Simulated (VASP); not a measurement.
# MnO (Fm-3m) in VASP: a series of runs

MnO is run at these levels: PBE; tasks: electric field gradients.

All numbers are computed with VASP 6.6.1; they aren't measurements. Logs are shortened: lines on timing, memory, paths and dates and some standing lists are left out, and cuts for length are marked.

### Step 1. The cell of the first run

It takes space group Fm-3m (No. 225, cubic). The conventional cell has a = 4.399 Å, b = 4.399 Å, c = 4.399 Å, α = 90.00°, β = 90.00°, γ = 90.00°. Within 2.9 Å of Mn (site symmetry m-3m) lie 6 O at 2.20 Å. Within 2.9 Å of O (site symmetry m-3m) lie 6 Mn at 2.20 Å.

### Step 2. Electric field gradients, PBE, collinear spin, ferromagnetic start (10.64 Å³/atom)

INCAR reads:

```
  ALGO = Normal
  EDIFF = 1E-8
  ENCUT = 520
  GGA = PE
  ISIF = 2
  ISMEAR = -1
  ISPIN = 2
  LASPH = True
  LCHARG = False
  LEFG = True
  LMAXMIX = 4
  LORBIT = 11
  LREAL = False
  LWAVE = False
  MAGMOM = 4 0
  NBANDS = 20
  NELM = 150
  PREC = Accurate
  SIGMA = 0.05
```

KPOINTS reads:

```
k-points
0
Gamma
  16 16 16
```

POSCAR reads:

```
MnO
1.0
    0.0000000000      2.1995540209      2.1995540209
    2.1995540209      0.0000000000      2.1995540209
    2.1995540209      2.1995540209      0.0000000000
Mn O
1 1
Direct
    0.0000000000      0.0000000000      0.0000000000
    0.5000000000      0.5000000000      0.5000000000
```

Potentials or basis: VASP PAW PBE potentials, release 64 (Mn_pv, O).

Launch:

```console
cat potpaw_PBE.64/Mn_pv/POTCAR potpaw_PBE.64/O/POTCAR > POTCAR
mpirun -np 1 vasp_std > vasp.out
```

OUTCAR:

```text
EDIFF = 1E-8
   ENCUT = 520
   GGA = PE
   ISIF = 2
   ISMEAR = -1
   ISPIN = 2
   LASPH = True
   LORBIT = 11
   LREAL = False
   NELM = 150
   PREC = Accurate

 ion  position               nearest neighbor table
   1  0.000  0.000  0.000-   2 2.20   2 2.20   2 2.20   2 2.20   2 2.20   2 2.20
   2  0.500  0.500  0.500-   1 2.20   1 2.20   1 2.20   1 2.20   1 2.20   1 2.20

  LATTYP: Found a face centered cubic cell.
 ALAT       =     4.3991080418

  Lattice vectors:

 A1 = (   0.0000000000,   2.1995540209,   2.1995540209)
 A2 = (   2.1995540209,   0.0000000000,   2.1995540209)
 A3 = (   2.1995540209,   2.1995540209,   0.0000000000)

Analysis of symmetry for initial positions (statically):
=====================================================================
 Subroutine PRICEL returns:
 Original cell was already a primitive cell.

 Routine SETGRP: Setting up the symmetry group for a
 face centered cubic supercell.

 Subroutine GETGRP returns: Found 48 space group operations
 (whereof 48 operations were pure point group operations)
 out of a pool of 48 trial point group operations.

The static configuration has the point symmetry O_h .

Analysis of symmetry for dynamics (positions and initial velocities):
=====================================================================
 Subroutine PRICEL returns:
 Original cell was already a primitive cell.

 Routine SETGRP: Setting up the symmetry group for a
 face centered cubic supercell.

 Subroutine GETGRP returns: Found 48 space group operations
 (whereof 48 operations were pure point group operations)
 out of a pool of 48 trial point group operations.

The dynamic configuration has the point symmetry O_h .

Analysis of structural, dynamic, and magnetic symmetry:
=====================================================================
 Subroutine PRICEL returns:
 Original cell was already a primitive cell.

 Routine SETGRP: Setting up the symmetry group for a
 face centered cubic supercell.

 Subroutine GETGRP returns: Found 48 space group operations
 (whereof 48 operations were pure point group operations)
 out of a pool of 48 trial point group operations.

The overall configuration has the point symmetry O_h .

 Subroutine INISYM returns: Found 48 space group operations
 (whereof 48 operations are pure point group operations),
 and found     1 'primitive' translations

----------------------------------------------------------------------------------------

                                     Primitive cell

  volume of cell :      21.2831

  direct lattice vectors                    reciprocal lattice vectors
     0.000000000  2.199554021  2.199554021    -0.227318809  0.227318809  0.227318809
     2.199554021  0.000000000  2.199554021     0.227318809 -0.227318809  0.227318809
     2.199554021  2.199554021  0.000000000     0.227318809  0.227318809 -0.227318809

  length of vectors
     3.110639128  3.110639128  3.110639128     0.393727726  0.393727726  0.393727726

  position of ions in fractional coordinates (direct lattice)
     0.000000000  0.000000000  0.000000000
     0.500000000  0.500000000  0.500000000

  ion indices of the primitive-cell ions
   primitive index   ion index
                 1           1
                 2           2

----------------------------------------------------------------------------------------

 KPOINTS: k-points

Automatic generation of k-mesh.
 Grid dimensions read from file:
 generate k-points for:   16   16   16

 Generating k-lattice:

  Cartesian coordinates                     Fractional coordinates (reciprocal lattice)
    -0.014207426  0.014207426  0.014207426     0.062500000  0.000000000  0.000000000
     0.014207426 -0.014207426  0.014207426     0.000000000  0.062500000  0.000000000
[... 52 lines left out ...]
   ISPIN  =      2    spin polarized calculation?
   LNONCOLLINEAR =      F non collinear calculations
   LSORBIT =      F    spin-orbit coupling
   LASPH  =      T    aspherical Exc in radial PAW
   ENCUT  =  520.0 eV  38.22 Ry    6.18 a.u.   5.78  5.78  5.78*2*pi/ulx,y,z
   NELM   =    150;   NELMIN=  2; NELMDL= -5     # of ELM steps
   EDIFF  = 0.1E-07   stopping-criterion for ELM
   LREAL  =      F    real-space projection
   EDIFFG = 0.1E-06   stopping-criterion for IOM
   NSW    =      0    number of steps for IOM
   IBRION =     -1    ionic relax: 0-MD 1-quasi-New 2-CG
   NFREE  =      0    steps in history (QN), initial steepest desc. (CG)
   ISIF   =      2    stress and relaxation
   ISYM   =      2    0-nonsym 1-usesym 2-fastsym
   POTIM  = 0.5000    time-step for ionic-motion
   TEBEG  =    0.0;   TEEND  =   0.0 temperature during run
   PSTRESS=    0.0 pullay stress
   NELECT =      19.0000    total number of electrons
   NUPDOWN=      -1.0000    fix difference up-down
   EMIN   =  10.00;   EMAX   =-10.00  energy-range for DOS
   EFERMI =   0.00;   METHOD = LEGACY
   ISMEAR =    -1;   SIGMA  =   0.05  broadening in eV -4-tet -1-fermi 0-gaus
   EFERMI_NEDOS =   21; number of points for ismear=-14 and -15
   IALGO  =     38    algorithm
   IMIX   =      4    mixing-type and parameters
     AMIX     =   0.40;   BMIX     =  1.00
     AMIX_MAG =   1.60;   BMIX_MAG =  1.00
  volume/ion in A,a.u.               =      10.64        71.81
  Fermi-wavevector in a.u.,A,eV,Ry     =   1.576333  2.978838 33.808122  2.484827
  Thomas-Fermi vector in A             =   2.677182
   LORBIT       =     11    0 simple, 1 ext, 2 COOP (PROOUT), +10 PAW based schemes
   GGA     = PE    functional components
   LHFCALC =     F    Hartree Fock is set to
   AEXX    =    0.0000 exact exchange contribution
   IVDW    =     0    specifies the selected vdW correction
   LEPSILON=     F    determine dielectric tensor
   LRPA    =     F    only Hartree local field effects (RPA)
 spin polarized calculation
  energy-cutoff  :      520.00
  volume of cell :       21.28
 maximum number of plane-waves:       588
   NGX = 11   NGY = 11   NGZ = 11

 number of electron      19.0000000 magnetization       4.6729334

 Free energy of the ion-electron system (eV)
  ---------------------------------------------------
  ext. energy  EPLUGINS =         0.00000000
  ---------------------------------------------------
  free energy    TOTEN  =       -16.39838989 eV

  energy without entropy =      -16.39034105  energy(sigma->0) =      -16.39436547

 E-fermi :   7.9607     XC(G=0): -12.0486

 val. band max:        7.9364854166   @ k =   0.2500   0.1875   0.0000
 cond. band min:       7.9618232710   @ k =  -0.4375   0.0625   0.0000
 fundamental gap:      0.0253378543
 Fermi energy:         7.9606976653

 spin component 1

 k-point     1 :       0.0000    0.0000    0.0000
  band No.  band energies     occupation
      1     -42.4145      1.00000
      2     -42.4145      1.00000
      3     -42.4145      1.00000
      4     -12.6193      1.00000
      5       4.0278      1.00000
      6       4.0278      1.00000
[... 541 lines left out ...]
     19      28.2246      0.00000
     20      29.6029      0.00000

 [... further k-points ...]

 spin component 2

 k-point     1 :       0.0000    0.0000    0.0000
  band No.  band energies     occupation
      1     -37.8299      1.00000
      2     -37.8299      1.00000
      3     -37.8299      1.00000
      4     -12.1869      1.00000
      5       4.4042      1.00000
      6       4.4042      1.00000
[... 541 lines left out ...]
     19      30.1449      0.00000
     20      31.7292      0.00000

 [... further k-points ...]
[... 5 lines left out ...]
  --------------------------------------------------------------------------------------
  -------------------------------------------------------------------------------------
  Total        0.4550358      0.4550358      0.4550358      0.0000000     -0.0000000      0.0000000
  in kB       34.2548645     34.2548645     34.2548645      0.0000000     -0.0000000      0.0000000
  external PRESSURE =      34.2548645 kB  Pullay stress =       0.0000000 kB

 VOLUME and BASIS-vectors are now :
 -----------------------------------------------------------------------------
  energy-cutoff  :      520.00
  volume of cell :       21.28
      direct lattice vectors                 reciprocal lattice vectors
     0.000000000  2.199554021  2.199554021    -0.227318809  0.227318809  0.227318809
     2.199554021  0.000000000  2.199554021     0.227318809 -0.227318809  0.227318809
     2.199554021  2.199554021  0.000000000     0.227318809  0.227318809 -0.227318809

 POSITION                                       TOTAL-FORCE (eV/Angst)
 -----------------------------------------------------------------------------------
      0.00000      0.00000      0.00000         0.000000      0.000000      0.000000
      2.19955      2.19955      2.19955        -0.000000     -0.000000     -0.000000
 -----------------------------------------------------------------------------------
    total drift:                                0.000000     -0.000000     -0.000000

  FREE ENERGIE OF THE ION-ELECTRON SYSTEM (eV)
  ---------------------------------------------------
  free  energy   TOTEN  =       -16.3983898928 eV

  energy  without entropy=      -16.3903410462  energy(sigma->0) =      -16.39436547

 Electric field gradients (V/A^2)
---------------------------------------------------------------------
 ion       V_xx      V_yy      V_zz      V_xy      V_xz      V_yz
---------------------------------------------------------------------
   1       0.000     0.000     0.000     0.003     0.003     0.003
   2       0.000    -0.000     0.000    -0.001    -0.001    -0.001
---------------------------------------------------------------------

 Electric field gradients after diagonalization (V/A^2)
 (convention: |V_zz| > |V_xx| > |V_yy|)
----------------------------------------------------------------------
 ion       V_xx      V_yy      V_zz     asymmetry (V_yy - V_xx)/ V_zz
----------------------------------------------------------------------
   1      -0.003    -0.003     0.007       0.000
   2       0.001     0.001    -0.002       0.000
----------------------------------------------------------------------

           NMR quadrupolar parameters

 Cq : quadrupolar parameter    Cq=e*Q*V_zz/h
 eta: asymmetry parameters     (V_yy - V_xx)/ V_zz
 Q  : nuclear electric quadrupole moment in mb (millibarn)
----------------------------------------------------------------------
 ion       Cq(MHz)       eta       Q (mb)
----------------------------------------------------------------------
   1       0.000       0.000       1.000
   2      -0.000       0.000       1.000
----------------------------------------------------------------------

 total charge

# of ion       s       p       d       tot
------------------------------------------
    1        0.208   6.186   4.995  11.389
    2        1.562   3.425   0.000   4.987
--------------------------------------------------
tot          1.770   9.611   4.995  16.376

 magnetization (x)

# of ion       s       p       d       tot
------------------------------------------
    1        0.034   0.026   4.197   4.257
    2        0.031   0.163   0.000   0.194
--------------------------------------------------
tot          0.065   0.189   4.197   4.451
```

It took 2.4 min on 1 thread of Intel Xeon 8259CL, shared host; peak memory 0.22 GiB.

Results:

```yaml
Free_energy: -16.3984 eV
Pressure: 3.4 GPa
Net_moment: 4.67 μB per cell
Site_moments: Mn +4.26; O +0.19 μB
Largest_electric_field_gradient_by_atom: under 0.05 V/Å² on every atom
Valence_electrons_inside_the_program's_atomic_spheres: Mn 11.39; O 4.99
```

Levels at points of the mesh, in eV from the Fermi level:
Spin up:
```csv
k point,band 8,band 9,band 10,band 11,band 12,band 13,band 14,band 15,band 16,band 17
"(0.00, 0.00, 0.00)",-3.27,-3.27,-3.27,-2.71,-2.71,-0.40,14.05,16.58,16.58,16.58
"(0.50, 0.00, 0.00)",-2.32,-2.32,-1.87,0.27,0.27,3.53,7.98,12.08,12.08,18.88
"(0.50, 0.50, 0.00)",-4.33,-2.26,-2.03,-2.03,-1.87,5.23,7.96,10.57,13.97,13.97
```
Spin down:
```tsv
k point	band 5	band 6	band 7	band 8	band 9	band 10
(0.00, 0.00, 0.00)	-3.56	-3.56	-3.56	0.61	0.61	0.61
(0.50, 0.00, 0.00)	-7.68	-5.11	-5.11	1.86	1.90	1.90
(0.50, 0.50, 0.00)	-6.70	-4.56	-4.56	-1.04	1.89	2.14
```

Caveat: the cell stands under pressure; a cell with one magnetic atom can't hold antiferromagnetic order, which such compounds often take; semilocal functionals often make such compounds metallic where correlation or magnetic order opens a gap, which also shifts bond lengths. With open d or f shells a metallic result of PBE can be an artefact of self-interaction; +U or a hybrid may open a gap.

(Continued in part 2 of 2.)
